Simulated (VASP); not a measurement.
BeS, 2 atoms in the cell. The structure is cubic, space group F-43m (No. 216). The conventional cell has a = 4.829 Å, b = 4.829 Å, c = 4.829 Å, α = 90.00°, β = 90.00°, γ = 90.00°. Be (site symmetry -43m) has 4 S at 2.09 Å within 2.8 Å. S (site symmetry -43m) has 4 Be at 2.09 Å within 2.8 Å. 

```yaml
Program: VASP 6.6.1
Task: single point
Functional: LDA
Potentials_or_basis: VASP PAW LDA potentials, release 64 (Be, S)
Cutoff: 520 eV
k_mesh: 8 × 8 × 8
Occupations: gaussian, width 0.01 eV
Spin: no spin polarisation
Dipole_correction: no
Further_INCAR_settings: ALGO = Normal; EDIFF = 1e-07; NBANDS = 11
```

Potentials or basis: VASP PAW LDA potentials, release 64 (Be, S).

Run with:

```bash
$ cat potpaw_LDA.64/Be/POTCAR potpaw_LDA.64/S/POTCAR > POTCAR
$ mpirun -np 1 vasp_std > vasp.out
```

Hardware: 1 thread of Intel(R) Xeon(R) 6975P-C (Granite Rapids), on a shared host.

Task: Estimate the wall time of this run.

Result: It took 6.2 s on 1 thread of Intel(R) Xeon(R) 6975P-C (Granite Rapids), with other jobs on the host, peak memory 0.13 GiB. Counts: scf iterations 12, k points 29.
